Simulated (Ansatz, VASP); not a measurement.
# AlN in VASP and in Ansatz

The input INCAR:

```
SYSTEM = AlN
PREC = Accurate ; ENCUT = 520
EDIFF = 1E-6 ; ISMEAR = 0
SIGMA = 0.05 ; LREAL = .FALSE.
LASPH = .TRUE. ; NELM = 60
ALGO = Normal ; ISIF = 2
LWAVE = .FALSE. ; LCHARG = .FALSE.
GGA = CA ; NBANDS = 16
```

KPOINTS

```
regular mesh
0
G
  9 9 6
  0 0 0
```

File POSCAR:

```
AlN
1.0
    3.1110021516      0.0000000000      0.0000000000
   -1.5555010758      2.6942068945      0.0000000000
    0.0000000000      0.0000000000      4.9780000000
Al N
2 2
Direct
    0.3333333333      0.6666666667      0.0000000000
    0.6666666667      0.3333333333      0.5000000000
    0.3333333333      0.6666666667      0.3850000000
    0.6666666667      0.3333333333      0.8850000000
```

Input for Ansatz:

```yaml
crystal:
  lattice:
    - [3.1110021516, 0.0, 0.0]
    - [-1.5555010758, 2.6942068945, 0.0]
    - [0.0, 0.0, 4.978]
  atoms:
    - { symbol: Al, position: [0.3333333333, 0.6666666667, 0.0] }
    - { symbol: Al, position: [0.6666666667, 0.3333333333, 0.5] }
    - { symbol: "N", position: [0.3333333333, 0.6666666667, 0.385] }
    - { symbol: "N", position: [0.6666666667, 0.3333333333, 0.885] }
basis:
  ecutwfc: 420
kpoints:
  mp_grid: { grid: [9, 9, 6] }
hamiltonian:
  xc: lda
scf:
  occupations: { method: gaussian, width: 0.05 }
output:
  forces: true
  stress: true
  eigenvalues: true
```

Alike in both runs: task single point; functional LDA; k mesh 9 × 9 × 6; occupations gaussian, width 0.05 eV; no spin polarisation.

```csv
,VASP,Ansatz
version,VASP 6.6.1,Ansatz 0.2.0
potentials or method,"VASP PAW LDA potentials, release 64 (Al, N), cutoff 520 eV","scalar-relativistic, plane waves, PAW"
valence electrons in the cell,16,16
```

|  | VASP | Ansatz | Ansatz less VASP |
| --- | --- | --- | --- |
| gap on the k mesh at the Fermi level (eV) | 4.19 | 4.18 | -0.007 |
| least direct gap on the mesh (eV) | 4.19 | 4.18 | -0.007 |
| pressure (GPa) | -3.8 | -4.3 | -0.54 |
| traceless stress, the component that is largest in VASP (GPa) | -1.05 | -0.99 | +0.053 |
| rms of the force components (eV/Å) | 0.108 | 0.106 | -0.0019 |

LDA's correlation is that of Perdew and Zunger in VASP and of Perdew and Wang (1992) in Ansatz. Atom by atom the forces differ by 0.002 eV/Å (rms over components).
